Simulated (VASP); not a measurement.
TiN (k07):

```
Ti N
1.0
     0.00000    2.12062    2.12062
     2.12062    0.00000    2.12062
     2.12062    2.12062    0.00000
Ti N
1 1
Cartesian
  0.0000 0.0000 0.0000
  2.1206 2.1206 2.1206
```

```yaml
Program: VASP 6.6.1
Task: relaxation of cell and atoms
Functional: LDA
Potentials_or_basis: VASP PAW LDA potentials, release 64 (Ti_sv, N)
Cutoff: 600 eV
k_mesh: 8 × 8 × 8
Occupations: gaussian, width 0.1 eV
Spin: no spin polarisation
```

At the start: pressure -13.2 GPa; volume 9.54 Å³/atom.

Task: Where does the relaxation end?

Result: Over 3 steps the energy falls by 18.4 meV/atom and the volume is 9.12 Å³/atom (-4.4 %); space group Fm-3m (No. 225, to 0.05 Å).

The path:
```
step  energy change (eV)  largest force (eV/Å)  pressure (GPa)  volume (Å³)
   1              0.0000                0.0000          -13.25        19.07
   2              0.0572                0.0000           25.80        16.98
   3             -0.0367                0.0000           -0.24        18.23
```

Final structure:
```yaml
crystal:
  lattice:
    - [0.00000, 2.08904, 2.08904]
    - [2.08904, 0.00000, 2.08904]
    - [2.08904, 2.08904, 0.00000]
  atoms:
    - { symbol: Ti, position: [0.00000, 0.00000, 0.00000] }
    - { symbol: N, position: [0.50000, 0.50000, 0.50000] }
```
